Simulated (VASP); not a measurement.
# Si5P13 in VASP: further runs

Runs on Si5P13. Level: PBE. Tasks: single point.

Everything below comes from runs of VASP 6.6.1. Logs are shortened: lines on timing, memory, paths and dates and some standing lists are left out, and cuts for length are marked.

## 1. The cell of the first run

The cell holds an amorphous packing of atoms, 18 atoms: a = 6.911 Å, b = 7.318 Å, c = 7.088 Å, α = 90.69°, β = 77.47°, γ = 96.58°.

## 2. Single point, PBE

INCAR

```
ALGO = Normal
EDIFF = 1E-7
ENCUT = 520
GGA = PE
ISIF = 2
ISMEAR = 0
ISYM = 0
LASPH = T
LCHARG = F
LREAL = Auto
LWAVE = F
NBANDS = 58
NELM = 100
PREC = Accurate
SIGMA = 0.1
```

KPOINTS

```
Automatic mesh
0
Gamma
  2 2 2
  0.5 0.5 0.5
```

POSCAR

```
Si5P13
1.0
    6.8561363844     -0.4053168417      0.7655013236
   -0.4114118744      7.3062780247     -0.0137646088
    0.7616810198     -0.0298298211      7.0465926484
Si P
5 13
Direct
    0.7956961304      0.3619358888      0.6138318273
    0.4812316911      0.6751329165      0.0333960515
    0.9697575955      0.4005462819      0.0071653176
    0.4116875202      0.4561497180      0.6825941496
    0.6864856241      0.6488719652      0.4785967143
    0.7438673258      0.8812541573      0.7088037661
    0.8568899131      0.0966312388      0.4510698903
    0.5862842996      0.0899371112      0.3245542238
    0.4714944032      0.7972929683      0.3435077612
    0.3188568872      0.1950787058      0.5127852829
    0.0569381553      0.8007158273      0.6051226855
    0.2398677929      0.0058628642      0.7763141556
    0.6391436192      0.4351345152      0.1169089731
    0.0102589533      0.7539007513      0.2956827147
    0.0721651812      0.5116685046      0.7018142041
    0.5445071701      0.2703801861      0.8790700612
    0.1673877887      0.5092407829      0.2081298714
    0.9642789759      0.0899397028      0.9560182420
```

Potentials or basis: VASP PAW PBE potentials, release 64 (Si, P).

Launch:

```sh
$ cat potpaw_PBE.64/Si/POTCAR potpaw_PBE.64/P/POTCAR > POTCAR
$ mpirun -np 1 vasp_std > vasp.out
```

OUTCAR:

```text
EDIFF = 1E-7
   ENCUT = 520
   GGA = PE
   ISIF = 2
   ISMEAR = 0
   ISYM = 0
   LASPH = T
   LREAL = Auto
   NELM = 100
   PREC = Accurate

 ion  position               nearest neighbor table
   1  0.796  0.362  0.614-   7 2.28  15 2.29  16 2.31   5 2.57   4 2.76
   2  0.481  0.675  0.033-  13 2.32   9 2.35  17 2.45   6 2.92   4 3.04
   3  0.970  0.401  0.007-  15 2.26  17 2.26  13 2.29  18 2.29
   4  0.412  0.456  0.683-  10 2.35  16 2.35  15 2.40   5 2.44   1 2.76   2 3.04
   5  0.686  0.649  0.479-   9 2.31  14 2.38   6 2.40   4 2.44   1 2.57  11 2.99  13 3.05
   6  0.744  0.881  0.709-  11 2.27   7 2.37   5 2.40  18 2.88   2 2.92
   7  0.857  0.097  0.451-   8 2.24   1 2.28   6 2.37  14 2.94
   8  0.586  0.090  0.325-   9 2.19   7 2.24  10 2.24  13 2.89
   9  0.471  0.797  0.344-   8 2.19   5 2.31   2 2.35
  10  0.319  0.195  0.513-   8 2.24  12 2.27   4 2.35
  11  0.057  0.801  0.605-  15 2.25   6 2.27  14 2.30  12 2.35   5 2.99
  12  0.240  0.006  0.776-  18 2.20  10 2.27  11 2.35  16 2.90
  13  0.639  0.435  0.117-  16 2.23   3 2.29   2 2.32   8 2.89   5 3.05
  14  0.010  0.754  0.296-  17 2.21  11 2.30   5 2.38   7 2.94
  15  0.072  0.512  0.702-  11 2.25   3 2.26   1 2.29   4 2.40
  16  0.545  0.270  0.879-  13 2.23   1 2.31   4 2.35  12 2.90
  17  0.167  0.509  0.208-  14 2.21   3 2.26   2 2.45
  18  0.964  0.090  0.956-  12 2.20   3 2.29   6 2.88

IMPORTANT INFORMATION: All symmetrisations will be switched off!
NOSYMM: (Re-)initialisation of all symmetry stuff for point group C_1.

----------------------------------------------------------------------------------------

                                     Primitive cell

  volume of cell :     347.5596

  direct lattice vectors                    reciprocal lattice vectors
     6.856136384 -0.405316842  0.765501324     0.148129873  0.008311000 -0.015976487
    -0.411411874  7.306278025 -0.013764609     0.008151892  0.137327057 -0.000299819
     0.761681020 -0.029829821  7.046592648    -0.016076054 -0.000634609  0.143647568

  length of vectors
     6.910635292  7.317864973  7.087701725     0.149220575  0.137569124  0.144545723

  position of ions in fractional coordinates (direct lattice)
     0.795696130  0.361935889  0.613831827
     0.481231691  0.675132916  0.033396051
     0.969757595  0.400546282  0.007165318
     0.411687520  0.456149718  0.682594150
     0.686485624  0.648871965  0.478596714
     0.743867326  0.881254157  0.708803766
[... 10 lines left out ...]
     0.167387789  0.509240783  0.208129871
     0.964278976  0.089939703  0.956018242

  ion indices of the primitive-cell ions
   primitive index   ion index
                 1           1
                 2           2
                 3           3
                 4           4
                 5           5
                 6           6
[... 10 lines left out ...]
                17          17
                18          18

----------------------------------------------------------------------------------------

 KPOINTS: Automatic mesh

Automatic generation of k-mesh.
 Grid dimensions read from file:
 generate k-points for:    2    2    2

 Generating k-lattice:

  Cartesian coordinates                     Fractional coordinates (reciprocal lattice)
     0.074064936  0.004155500 -0.007988244     0.500000000  0.000000000  0.000000000
     0.004075946  0.068663528 -0.000149909     0.000000000  0.500000000  0.000000000
    -0.008038027 -0.000317304  0.071823784     0.000000000  0.000000000  0.500000000

  Length of vectors
     0.074610288  0.068784562  0.072272861

  Shift w.r.t. Gamma in fractional coordinates (k-lattice)
     0.500000000  0.500000000  0.500000000

 Subroutine IBZKPT returns following result:
 ===========================================

 Found      4 irreducible k-points:

 Following reciprocal coordinates:
            Coordinates               Weight
  0.250000  0.250000  0.250000      2.000000
 -0.250000  0.250000  0.250000      2.000000
  0.250000 -0.250000  0.250000      2.000000
[... 37 lines left out ...]
 Gauss-broadening in eV      SIGMA  =   0.10
  energy-cutoff  :      520.00
  volume of cell :      347.56
 maximum number of plane-waves:      9364
 NGX is ok and might be reduce to    54
   NGX = 25   NGY = 27   NGZ = 27

 number of electron      84.9999999 magnetization

 Free energy of the ion-electron system (eV)
  ---------------------------------------------------
  ext. energy  EPLUGINS =         0.00000000
  ---------------------------------------------------
  free energy    TOTEN  =       -93.91327864 eV

  energy without entropy =      -93.87391254  energy(sigma->0) =      -93.89359559

 E-fermi :   6.1641     XC(G=0):  -9.7079

 val. band max:        6.1317176740   @ k =  -0.2500  -0.2500   0.2500
 cond. band min:       6.1763861079   @ k =  -0.2500   0.2500   0.2500
 fundamental gap:      0.0446684339
 Fermi energy:         6.1640524048

 k-point     1 :       0.2500    0.2500    0.2500
  band No.  band energies     occupation
      1      -8.4869      2.00000
      2      -7.6250      2.00000
      3      -7.2024      2.00000
      4      -6.5230      2.00000
      5      -6.1727      2.00000
      6      -5.6974      2.00000
[... 46 lines left out ...]
     53       8.8461      0.00000
     54       9.0728      0.00000

 k-point     2 :      -0.2500    0.2500    0.2500
  band No.  band energies     occupation
      1      -8.4846      2.00000
      2      -7.5141      2.00000
      3      -7.3056      2.00000
      4      -6.6227      2.00000
      5      -6.1105      2.00000
      6      -5.7383      2.00000
[... 46 lines left out ...]
     53       8.7099      0.00000
     54       8.9605      0.00000

 k-point     3 :       0.2500   -0.2500    0.2500
  band No.  band energies     occupation
      1      -8.5363      2.00000
      2      -7.5887      2.00000
      3      -6.8862      2.00000
      4      -6.6514      2.00000
      5      -6.2559      2.00000
      6      -5.8403      2.00000
[... 46 lines left out ...]
     53       8.8260      0.00000
     54       8.8910      0.00000

 k-point     4 :      -0.2500   -0.2500    0.2500
  band No.  band energies     occupation
      1      -8.4659      2.00000
      2      -7.6154      2.00000
      3      -7.1253      2.00000
      4      -6.7508      2.00000
      5      -6.2261      2.00000
      6      -5.7393      2.00000
[... 46 lines left out ...]
     53       8.6320      0.00000
     54       8.7867      0.00000
 [bands above 54 left out]

------------------------ aborting loop because EDIFF is reached ----------------------------------------

  FORCE on cell =-STRESS in cart. coord.  units (eV):
  Direction    XX          YY          ZZ          XY          YZ          ZX
  --------------------------------------------------------------------------------------
  -------------------------------------------------------------------------------------
  Total       -0.2318842     -0.3025348     -0.4130212     -0.1263418     -0.0744899      0.1427312
  in kB       -1.0689379     -1.3946223     -1.9039417     -0.5824092     -0.3433831      0.6579613
  external PRESSURE =      -1.4558340 kB  Pullay stress =       0.0000000 kB

 VOLUME and BASIS-vectors are now :
 -----------------------------------------------------------------------------
  energy-cutoff  :      520.00
  volume of cell :      347.56
      direct lattice vectors                 reciprocal lattice vectors
     6.856136384 -0.405316842  0.765501324     0.148129873  0.008311000 -0.015976487
    -0.411411874  7.306278025 -0.013764609     0.008151892  0.137327057 -0.000299819
     0.761681020 -0.029829821  7.046592648    -0.016076054 -0.000634609  0.143647568

 POSITION                                       TOTAL-FORCE (eV/Angst)
 -----------------------------------------------------------------------------------
      5.77404      2.30358      4.92955        -0.003839     -0.026925      0.018273
      3.04707      4.73666      0.59442        -0.017472      0.009445      0.036502
      6.48946      2.53323      0.78733         0.001484     -0.000523     -0.019909
      3.15484      3.14553      5.11883        -0.002215     -0.042772     -0.012415
      4.80422      4.44832      3.88905        -0.008271      0.018574      0.009851
      5.27738      6.11604      5.55195         0.049080     -0.010732     -0.049697
[... 10 lines left out ...]
      1.09665      3.64660      1.58773        -0.012040      0.057607      0.004237
      7.30241      0.23777      7.47359         0.024984     -0.010175     -0.006556
 -----------------------------------------------------------------------------------
    total drift:                                0.001621      0.004612      0.000598

  FREE ENERGIE OF THE ION-ELECTRON SYSTEM (eV)
  ---------------------------------------------------
  free  energy   TOTEN  =       -93.9132786444 eV

  energy  without entropy=      -93.8739125418  energy(sigma->0) =      -93.89359559
```

Wall time 72 s (1 thread of Intel Xeon 6975P-C (Granite Rapids), shared host); peak memory 0.4 GiB.

What came out:

```
Free energy   : -93.9133 eV
Pressure      : -0.1 GPa
Largest force : 0.071 eV/Å
```

Forces on the atoms (eV/Å):
```
Si  -0.004 -0.027  0.018
Si  -0.017  0.009  0.037
Si   0.001 -0.001 -0.020
Si  -0.002 -0.043 -0.012
Si  -0.008  0.019  0.010
P    0.049 -0.011 -0.050
P   -0.048  0.005  0.019
P    0.006 -0.018  0.046
P    0.004  0.014 -0.011
P    0.038 -0.009  0.031
P   -0.024 -0.008  0.023
P   -0.035  0.016 -0.045
P    0.003 -0.008 -0.055
P    0.030 -0.029  0.012
P   -0.020  0.027  0.002
P    0.014  0.016 -0.003
P   -0.012  0.058  0.004
P    0.025 -0.010 -0.007
```

Caveat: the k points lie up to 0.47 Å⁻¹ apart.

## 3. Single point, PBE

This run uses another cell than the first one, of 19.42 Å³/atom, 1.006 times its volume.

INCAR

```
SYSTEM = Si5P13
PREC     = Accurate       ! precision mode
ENCUT    = 520            ! plane-wave cutoff, eV
EDIFF    = 1E-6           ! SCF threshold, eV
ISMEAR   = -1             ! smearing method
SIGMA    = 0.2585         ! smearing width, eV
LREAL    = Auto         
LASPH    = .True.         ! aspherical terms in the spheres
NELM     = 100            ! most SCF steps
ALGO     = Normal         ! electronic algorithm
ISIF     = 2              ! what is computed and relaxed
LWAVE    = .False.        ! write WAVECAR
LCHARG   = .False.        ! write CHGCAR
GGA      = PE             ! functional
ISYM     = 0            
NBANDS   = 58             ! bands
```

KPOINTS

```
Automatic mesh
0
Gamma
  1 1 1
  0.25 0.25 0.25
```

POSCAR

```
Si5P13
1.0
    7.0479230000      0.0446470000      0.1733930000
    0.0446470000      7.0511420000     -0.0312760000
    0.1733930000     -0.0312760000      7.0375900000
Si P
5 13
Direct
    0.8787374926      0.2864333180      0.7130704628
    0.5403687081      0.4237184634      0.6831082895
    0.5821947832      0.5130454491      1.0152373908
    0.3819957985      0.1677681497     -0.1046485062
    0.8154830225     -0.1496415711      0.3171090903
    0.8332643253      0.6482419051      0.5720192868
    0.7238911179      1.0289969466      0.5804819911
    0.3934092486      0.1621353532      0.5748158866
    0.4529311852      0.8661739145      0.1998109237
    0.0043697790      0.3747914439      0.4076221104
    0.2808379299      0.4720367876      0.2315829839
    0.1764655696      0.8657432644      0.8145335394
    0.8568299500      0.5454605656      0.1301569869
    0.1125931878     -0.0598032769      0.1588294746
    0.0625266403      0.5903862940      0.8686283571
    0.4703177665      0.2359866799      0.1587117054
    0.3839667924      0.7188372152      0.4860674178
    1.0489199562      1.1256528340      0.9347776071
```

Potentials or basis: VASP PAW PBE potentials, release 64 (Si, P).

Launch:

```sh
$ cat potpaw_PBE.64/Si/POTCAR potpaw_PBE.64/P/POTCAR > POTCAR
$ mpirun -np 1 vasp_std > vasp.out
```

Wall time 30 s (1 thread of Intel Xeon Platinum 8559C (Emerald Rapids), shared host); peak memory 0.4 GiB.

Results (log left out):

```
Free energy   : -88.5509 eV
Pressure      : -0.5 GPa
Largest force : 4.018 eV/Å
```

Forces in eV/Å, atoms in the order of the input:
```
Si  -0.401 -0.292 -0.783
Si   1.114  1.863 -0.258
Si  -1.062  0.745 -0.499
Si  -2.461 -1.478 -2.810
Si  -0.119 -0.158 -0.735
P    0.690 -0.222  0.138
P   -0.659  0.268  0.411
P    1.393 -0.485 -0.154
P    0.871 -1.438  0.590
P   -1.053 -0.251 -0.201
P   -0.710  1.872  1.069
P    0.691  0.174 -0.232
P    1.433  0.265 -0.152
P   -0.070 -0.502  1.564
P   -1.043 -1.020  0.000
P    1.691  0.293  3.536
P   -0.404 -0.761 -1.194
P    0.100  1.129 -0.288
```

Stress tensor (GPa, compression positive):
```
-2.91  2.31  3.15
 2.31  1.43  1.35
 3.15  1.35  0.08
```

Levels at points of the mesh, in eV from the Fermi level:
| k point | band 39 | band 40 | band 41 | band 42 | band 43 | band 44 | band 45 | band 46 |
| --- | --- | --- | --- | --- | --- | --- | --- | --- |
| (0.25, 0.25, 0.25) | -1.10 | -0.75 | -0.54 | -0.32 | 0.03 | 0.32 | 0.52 | 0.73 |

Caveat: the k points lie up to 0.89 Å⁻¹ apart.

## 4. Single point, PBE

This run uses another cell than the first one, of 19.42 Å³/atom, 1.006 times its volume.

INCAR

```
SYSTEM = Si5P13
ALGO = Normal
EDIFF = 1E-6
ENCUT = 520
GGA = PE
ISIF = 2
ISMEAR = -1
ISYM = 0
LASPH = .TRUE.
LCHARG = .FALSE.
LREAL = Auto
LWAVE = .FALSE.
NBANDS = 58
NELM = 100
PREC = Accurate
SIGMA = 0.2585
```

KPOINTS is that of step 3.

POSCAR

```
Si5P13
1.0
    7.0479230000      0.0446470000      0.1733930000
    0.0446470000      7.0511420000     -0.0312760000
    0.1733930000     -0.0312760000      7.0375900000
Si P
5 13
Direct
    0.7172453287      0.3138267514      0.5306253883
    0.4928815522      0.5417886006      0.7631423213
    0.3025034091      0.3966737924      1.1635473786
    0.4452462755      0.2438192992     -0.1091120533
    0.7565584709     -0.3636697336      0.3997676651
    0.7934676238      0.7886570151      0.6655119587
    0.6024057202      1.0508851028      0.6477712608
    0.4048249494      0.0389873164      0.4363513013
    0.5816461822      0.9240426894      0.1384759531
    0.1772334967      0.3038719175      0.5109663749
    0.1561612794      0.6752585210      0.2890027854
    0.1479545510      0.8256563697      0.7134234795
    0.9050929753      0.5758080711      0.1432139677
    0.0418088981      0.0057111312      0.3131678957
    0.0289444206      0.5130397491      0.7167605773
    0.5952791386      0.2154164516      0.2007103468
    0.4012694379      0.5654001707      0.4174244513
    1.1578780773      1.1398338728      0.9580277468
```

Launch:

```sh
$ cat potpaw_PBE.64/Si/POTCAR potpaw_PBE.64/P/POTCAR > POTCAR
$ mpirun -np 1 vasp_std > vasp.out
```

Run time: 32 s. Hardware: 1 thread of Intel Xeon Platinum 8559C (Emerald Rapids), shared host; peak memory 0.4 GiB.

Results (log left out):

| Item | Value |
| --- | --- |
| Free energy | -85.9480 eV |
| Pressure | 1.1 GPa |
| Largest force | 3.200 eV/Å |

Forces on the atoms (eV/Å):
```
Si   1.034  1.284  0.331
Si   0.201  1.010 -1.006
Si  -0.891 -0.434  0.119
Si   0.606 -0.833 -0.415
Si  -1.875  0.186  0.534
P    0.332  0.248  1.530
P    1.119 -1.122  1.255
P   -1.744 -0.238 -1.382
P   -0.134 -0.951  1.019
P    0.195 -0.649 -0.422
P   -1.754  2.122 -1.398
P    0.087 -0.127 -0.355
P    0.665 -0.397 -1.590
P    1.135 -0.358 -0.619
P   -0.851  0.294 -0.100
P    0.634  1.050 -0.227
P    2.371 -0.513  2.087
P   -1.130 -0.573  0.639
```

Stress tensor (GPa, compression positive):
```
 2.92 -2.01  1.85
-2.01  1.29  0.94
 1.85  0.94 -0.91
```

Levels at points of the mesh, in eV from the Fermi level:
```csv
k point,band 39,band 40,band 41,band 42,band 43,band 44,band 45,band 46
"(0.25, 0.25, 0.25)",-0.82,-0.71,-0.37,-0.24,0.02,0.15,0.49,0.72
```

Caveat: the k points lie up to 0.89 Å⁻¹ apart.

## 5. Single point, PBE

This run uses another cell than the first one, of 19.42 Å³/atom, 1.006 times its volume.

INCAR

```
PREC = Accurate
ENCUT = 520
EDIFF = 1E-7
ISMEAR = -1
SIGMA = 0.2585
LREAL = Auto
LASPH = T
NELM = 100
ALGO = Normal
ISIF = 2
LWAVE = F
LCHARG = T
GGA = PE
LELF = T
LVHAR = T
ISYM = 0
NBANDS = 58
```

KPOINTS is that of step 4.

POSCAR

```
Si5P13
1.0
    7.0479230000      0.0446470000      0.1733930000
    0.0446470000      7.0511420000     -0.0312760000
    0.1733930000     -0.0312760000      7.0375900000
Si P
5 13
Direct
    0.7590509417      0.4101327466      0.5247340626
    0.4186956593      0.6693176055      0.7616697877
    0.1726414362      0.5075721625      1.2350145448
    0.4508099799      0.3735833218     -0.1021113908
    0.7950023453     -0.2305142928      0.4072278427
    0.7618319152      0.9012349922      0.7477111773
    0.5271013876      1.0264509812      0.5726473963
    0.3998136007      0.2482476677      0.2707837931
    0.6401096788      0.9984240013      0.0167344462
    0.0972701661      0.2699019115      0.4902968895
    0.1212871821      0.7760157352      0.4440865864
    0.1323663954      0.8394223126      0.7977262622
    0.9023670273      0.5034728453      0.0380645208
   -0.0155302214     -0.0505877220      0.2411884821
   -0.0217764767      0.5293772155      0.7375835606
    0.6733962497      0.3377626574      0.1278482647
    0.4717094638      0.5940064042      0.4646347720
    1.2794559431      1.0344413718      0.9778383628
```

Launch:

```sh
$ cat potpaw_PBE.64/Si/POTCAR potpaw_PBE.64/P/POTCAR > POTCAR
$ mpirun -np 1 vasp_std > vasp.out
```

Wall time 39 s (1 thread of Intel Xeon Platinum 8559C (Emerald Rapids), shared host); peak memory 0.39 GiB.

Results (log left out):

* Free energy: -88.0636 eV
* Pressure: -1.2 GPa
* Largest force: 2.300 eV/Å

Forces on the atoms (eV/Å):
```
Si  -0.450 -0.660 -0.123
Si   0.299  0.725  0.457
Si  -0.438 -0.763  0.331
Si  -0.114 -1.179 -0.072
Si  -1.387 -0.589  0.659
P   -0.650  0.291 -0.791
P    0.927  0.485  0.140
P   -1.662 -0.438  1.099
P   -0.800  0.033  0.674
P   -0.340  0.450 -0.753
P    1.089 -0.078 -0.402
P   -0.138 -0.843 -0.382
P    1.291  0.825  0.175
P    0.454  1.847 -0.755
P    0.174 -0.432  0.094
P   -0.085 -1.121 -0.174
P    0.378 -0.236 -0.760
P    1.451  1.687  0.582
```

Stress tensor (GPa, compression positive):
```
-0.82  2.59  0.55
 2.59 -1.29 -0.97
 0.55 -0.97 -1.60
```

Levels at points of the mesh, in eV from the Fermi level:
| k point | band 39 | band 40 | band 41 | band 42 | band 43 | band 44 | band 45 | band 46 | band 47 | band 48 |
| --- | --- | --- | --- | --- | --- | --- | --- | --- | --- | --- |
| (0.25, 0.25, 0.25) | -1.12 | -0.90 | -0.41 | -0.18 | -0.02 | 0.31 | 0.42 | 0.70 | 0.84 | 0.97 |

Caveat: the k points lie up to 0.89 Å⁻¹ apart.
